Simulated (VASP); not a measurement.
# Dy3Be2Se: single point with PBE

Dy3Be2Se:

```
Dy Be Se
1.0
     4.50184    0.00000    0.00000
    -2.25092    3.89870    0.00000
     0.00000    0.00000    7.91670
Dy Be Se
3 2 1
Cartesian
  0.0000 2.5991 3.9583
  2.2509 1.2996 3.9583
  0.0000 0.0000 0.0000
  0.0000 2.5991 0.0000
  2.2509 1.2996 0.0000
  0.0000 0.0000 3.9583
```

The cell was generated, and may not be a known phase.

* Program: VASP 6.6.1
* Task: single point
* Functional: PBE
* Potentials or basis: VASP PAW PBE potentials, release 64 (Dy_3, Be, Se), 4f in core
* Cutoff: 600 eV
* k mesh: 6 × 6 × 2
* Occupations: gaussian, width 0.1 eV
* Spin: no spin polarisation

```json
{"Pressure": "14.4 GPa", "Band gap on the k mesh": "zero (an odd number of electrons rules out a gap without spin polarisation)"}
```

Stress tensor (GPa, compression positive):
```
 27.35   0.00   0.00
  0.00  27.35   0.00
  0.00   0.00 -11.47
```

Levels at points of the mesh, in eV from the Fermi level:
```tsv
k point	band 15	band 16	band 17	band 18	band 19	band 20	band 21	band 22
(0.00, 0.00, 0.00)	-1.43	-1.43	-0.78	-0.28	0.16	0.16	2.18	2.18
(0.50, 0.00, 0.00)	-2.70	-1.14	-1.09	-1.04	0.73	1.05	1.35	1.41
(0.00, 0.00, 0.50)	-2.16	-1.47	-1.47	0.25	0.25	2.05	2.16	2.72
(0.50, 0.00, 0.50)	-2.64	-1.27	-1.19	-1.09	0.73	0.94	1.30	1.78
```

Wall time 35 s on 1 thread of Intel(R) Xeon(R) 6975P-C (Granite Rapids), with other jobs on the host, peak memory 0.3 GiB.

Caveat: the k points lie up to 0.40 Å⁻¹ apart, too coarse for converged energies and pressures of a metal; spin-orbit coupling is left out, which moves the levels of the heavy elements; the 4f electrons are frozen in the core, so they carry no moment and show no levels; the run has no spin polarisation, though such a crystal can be magnetic. With open d or f shells a metallic result of PBE can be an artefact of self-interaction; +U or a hybrid may open a gap.
